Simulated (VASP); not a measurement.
Crystal: CaO.

```
Ca O
1.0
     2.92410    0.07054    0.07054
     0.07054    2.92410    0.07054
     0.07054    0.07054    2.92410
Ca O
1 1
Cartesian
  0.0000 0.0000 0.0000
  1.5326 1.5326 1.5326
```

This cell differs from its parent crystal: epitaxial 111 strain -1.7%.

Base run:

- Program: VASP 6.6.1
- Functional: r2SCAN
- Potentials or basis: VASP PAW PBE potentials, release 64 (Ca_sv, O)
- Cutoff: 520 eV
- k mesh: 8 × 8 × 8
- Occupations: gaussian, width 0.01 eV
- Spin: no spin polarisation

Its results: band gap on the k mesh 3.35 eV, indirect (least direct gap 3.58 eV); pressure -0.7 GPa.

Q: The run is repeated on the same cell with these changes: functional from r2SCAN to PBE; occupations from gaussian, width 0.01 eV to fermi-dirac, width 0.02 eV. What comes out?

A: Band gap on the k mesh 2.83 eV, indirect (least direct gap 3.07 eV); pressure 2.5 GPa.

Caveats: the PAW data sets were made with another functional, which shifts forces and pressure a little (some runs).

A k mesh can miss the band edges.
